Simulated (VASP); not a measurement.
# Na (Im-3m) in VASP: single point with PBE

Aim: the single point of Na with PBE.

Program: VASP 6.6.1. These are calculated values, not measurements. Logs are shortened: lines on timing, memory, paths and dates and some standing lists are left out, and cuts for length are marked.

**1. The cell of the first run**

It takes space group Im-3m (No. 229, cubic). Conventional cell: a = 4.190 Å, b = 4.190 Å, c = 4.190 Å, α = 90.00°, β = 90.00°, γ = 90.00°. Na (site symmetry m-3m) has 14 Na at 3.63 to 4.19 Å within 4.8 Å.

**2. Single point, PBE**

Input file INCAR:

```
ALGO = Normal
EDIFF = 1E-6
ENCUT = 500
GGA = PE
GGA_COMPAT = F
ISIF = 2
ISMEAR = -1
LASPH = T
LCHARG = T
LELF = T
LREAL = F
LVHAR = T
LWAVE = F
NBANDS = 10
NELM = 120
PREC = Accurate
SIGMA = 0.02
```

Input file KPOINTS:

```
k-points
0
Gamma
  7 7 7
```

Input file POSCAR:

```
Na
1.0
   -2.0951016934      2.0951016934      2.0951016934
    2.0951016934     -2.0951016934      2.0951016934
    2.0951016934      2.0951016934     -2.0951016934
Na
1
Direct
    0.0000000000      0.0000000000      0.0000000000
```

Potentials or basis: VASP PAW PBE potentials, release 64 (Na_pv).

Run with:

```sh
> cat potpaw_PBE.64/Na_pv/POTCAR > POTCAR
> mpirun -np 1 vasp_std > vasp.out
```

OUTCAR:

```text
EDIFF = 1E-6
   ENCUT = 500
   GGA = PE
   ISIF = 2
   ISMEAR = -1
   LASPH = T
   LREAL = F
   NELM = 120
   PREC = Accurate

 ion  position               nearest neighbor table
   1  0.000  0.000  0.000-

  LATTYP: Found a body centered cubic cell.
 ALAT       =     4.1902033868

  Lattice vectors:

 A1 = (  -2.0951016934,   2.0951016934,   2.0951016934)
 A2 = (   2.0951016934,  -2.0951016934,   2.0951016934)
 A3 = (   2.0951016934,   2.0951016934,  -2.0951016934)

Analysis of symmetry for initial positions (statically):
=====================================================================
 Subroutine PRICEL returns:
 Original cell was already a primitive cell.

 Routine SETGRP: Setting up the symmetry group for a
 body centered cubic supercell.

 Subroutine GETGRP returns: Found 48 space group operations
 (whereof 48 operations were pure point group operations)
 out of a pool of 48 trial point group operations.

The static configuration has the point symmetry O_h .

Analysis of symmetry for dynamics (positions and initial velocities):
=====================================================================
 Subroutine PRICEL returns:
 Original cell was already a primitive cell.

 Routine SETGRP: Setting up the symmetry group for a
 body centered cubic supercell.

 Subroutine GETGRP returns: Found 48 space group operations
 (whereof 48 operations were pure point group operations)
 out of a pool of 48 trial point group operations.

The dynamic configuration has the point symmetry O_h .

 Subroutine INISYM returns: Found 48 space group operations
 (whereof 48 operations are pure point group operations),
 and found     1 'primitive' translations

----------------------------------------------------------------------------------------

                                     Primitive cell

  volume of cell :      36.7854

  direct lattice vectors                    reciprocal lattice vectors
    -2.095101693  2.095101693  2.095101693     0.000000000  0.238651900  0.238651900
     2.095101693 -2.095101693  2.095101693     0.238651900  0.000000000  0.238651900
     2.095101693  2.095101693 -2.095101693     0.238651900  0.238651900  0.000000000

  length of vectors
     3.628822580  3.628822580  3.628822580     0.337504754  0.337504754  0.337504754

  position of ions in fractional coordinates (direct lattice)
     0.000000000  0.000000000  0.000000000

  ion indices of the primitive-cell ions
[... 72 lines left out ...]
   NSW    =      0    number of steps for IOM
   IBRION =     -1    ionic relax: 0-MD 1-quasi-New 2-CG
   NFREE  =      0    steps in history (QN), initial steepest desc. (CG)
   ISIF   =      2    stress and relaxation
   ISYM   =      2    0-nonsym 1-usesym 2-fastsym
   POTIM  = 0.5000    time-step for ionic-motion
   TEBEG  =    0.0;   TEEND  =   0.0 temperature during run
   PSTRESS=    0.0 pullay stress
   NELECT =       7.0000    total number of electrons
   NUPDOWN=      -1.0000    fix difference up-down
   EMIN   =  10.00;   EMAX   =-10.00  energy-range for DOS
   EFERMI =   0.00;   METHOD = LEGACY
   ISMEAR =    -1;   SIGMA  =   0.02  broadening in eV -4-tet -1-fermi 0-gaus
   EFERMI_NEDOS =   21; number of points for ismear=-14 and -15
   IALGO  =     38    algorithm
   IMIX   =      4    mixing-type and parameters
     AMIX     =   0.40;   BMIX     =  1.00
     AMIX_MAG =   1.60;   BMIX_MAG =  1.00
  volume/ion in A,a.u.               =      36.79       248.24
  Fermi-wavevector in a.u.,A,eV,Ry     =   0.941635  1.779431 12.063955  0.886676
  Thomas-Fermi vector in A             =   2.069165
   LORBIT       =      0    0 simple, 1 ext, 2 COOP (PROOUT), +10 PAW based schemes
   GGA     = PE    functional components
   LHFCALC =     F    Hartree Fock is set to
   AEXX    =    0.0000 exact exchange contribution
   IVDW    =     0    specifies the selected vdW correction
   LEPSILON=     F    determine dielectric tensor
   LRPA    =     F    only Hartree local field effects (RPA)
 non-spin polarized calculation
  energy-cutoff  :      500.00
  volume of cell :       36.79
 maximum number of plane-waves:       959
   NGX = 13   NGY = 13   NGZ = 13

 number of electron       7.0000002 magnetization

 Free energy of the ion-electron system (eV)
  ---------------------------------------------------
  ext. energy  EPLUGINS =         0.00000000
  ---------------------------------------------------
  free energy    TOTEN  =        -1.31211189 eV

  energy without entropy =       -1.31031882  energy(sigma->0) =       -1.31121535

 E-fermi :   0.2488     XC(G=0):  -6.5226

 val. band max:        0.2156173038   @ k =  -0.2857   0.4286   0.1429
 cond. band min:       0.5506985411   @ k =  -0.4286   0.4286   0.1429
 fundamental gap:      0.3350812373
 Fermi energy:         0.2487890168

 k-point     1 :       0.0000    0.0000    0.0000
  band No.  band energies     occupation
      1     -24.5443      2.00000
      2     -24.5443      2.00000
      3     -24.5443      2.00000
      4      -2.9433      2.00000
      5      12.1338      0.00000
      6      12.1338      0.00000
      7      12.1338      0.00000
      8      13.1388      0.00000
      9      13.1388      0.00000
     10      13.6988      0.00000
[... 235 lines left out ...]
 k-point    20 :      -0.4286    0.4286    0.4286
  band No.  band energies     occupation
      1     -24.5705      2.00000
      2     -24.5694      2.00000
      3     -24.5694      2.00000
      4       3.1693      0.00000
      5       5.0573      0.00000
      6       5.4256      0.00000
      7       5.4256      0.00000
      8       6.5802      0.00000
      9       8.9820      0.00000
     10      18.2745      0.00000

------------------------ aborting loop because EDIFF is reached ----------------------------------------

  FORCE on cell =-STRESS in cart. coord.  units (eV):
  Direction    XX          YY          ZZ          XY          YZ          ZX
  --------------------------------------------------------------------------------------
  -------------------------------------------------------------------------------------
  Total       -0.0015954     -0.0015954     -0.0015954     -0.0000000      0.0000000     -0.0000000
  in kB       -0.0694869     -0.0694869     -0.0694869     -0.0000000      0.0000000     -0.0000000
  external PRESSURE =      -0.0694869 kB  Pullay stress =       0.0000000 kB

 VOLUME and BASIS-vectors are now :
 -----------------------------------------------------------------------------
  energy-cutoff  :      500.00
  volume of cell :       36.79
      direct lattice vectors                 reciprocal lattice vectors
    -2.095101693  2.095101693  2.095101693     0.000000000  0.238651900  0.238651900
     2.095101693 -2.095101693  2.095101693     0.238651900  0.000000000  0.238651900
     2.095101693  2.095101693 -2.095101693     0.238651900  0.238651900  0.000000000

 POSITION                                       TOTAL-FORCE (eV/Angst)
 -----------------------------------------------------------------------------------
      0.00000      0.00000      0.00000        -0.000000      0.000000     -0.000000
 -----------------------------------------------------------------------------------
    total drift:                               -0.000000     -0.000000     -0.000000

  FREE ENERGIE OF THE ION-ELECTRON SYSTEM (eV)
  ---------------------------------------------------
  free  energy   TOTEN  =        -1.3121118853 eV

  energy  without entropy=       -1.3103188227  energy(sigma->0) =       -1.31121535
```

OSZICAR:

```text
N       E                     dE             d eps       ncg     rms          rms(c)
DAV:   1     0.295972425517E+02    0.29597E+02   -0.36724E+03   402   0.583E+02
DAV:   2    -0.623132251116E+00   -0.30220E+02   -0.30065E+02   418   0.152E+02
DAV:   3    -0.130814743549E+01   -0.68502E+00   -0.68466E+00   508   0.241E+01
DAV:   4    -0.131275540974E+01   -0.46080E-02   -0.46079E-02   472   0.191E+00
DAV:   5    -0.131281828816E+01   -0.62878E-04   -0.62878E-04   490   0.223E-01    0.205E-01
DAV:   6    -0.131239679189E+01    0.42150E-03   -0.48586E-04   490   0.263E-01    0.138E-01
DAV:   7    -0.131211912748E+01    0.27766E-03   -0.98724E-04   466   0.314E-01    0.161E-02
DAV:   8    -0.131211178333E+01    0.73441E-05   -0.45595E-05   480   0.111E-01    0.222E-03
DAV:   9    -0.131211188527E+01   -0.10194E-06   -0.19379E-07   278   0.452E-03
   1 F= -.13121119E+01 E0= -.13112154E+01  d E =-.179306E-02
```

stdout:

```text
POSCAR found type information on POSCAR Na
 POSCAR found :  1 types and       1 ions
 scaLAPACK will be used
 LDA part: xc-table for (Slater+PW92), standard interpolation
 POSCAR, INCAR and KPOINTS ok, starting setup
 FFT: planning ... GRIDC
 FFT: planning ... GRID_SOFT
 FFT: planning ... GRID
 WAVECAR not read
 entering main loop
```

Wall time 6.2 s (1 thread of Intel Xeon Platinum 8559C (Emerald Rapids), shared host); peak memory 0.14 GiB.

Results:

```
Free energy : -1.3121 eV
Pressure    : 0.0 GPa
```

Levels at points of the mesh, in eV from the Fermi level:
```tsv
k point	band 1	band 2	band 3	band 4	band 5	band 6	band 7	band 8	band 9
(0.00, 0.00, 0.00)	-24.79	-24.79	-24.79	-3.19	11.89	11.89	11.89	12.89	12.89
```
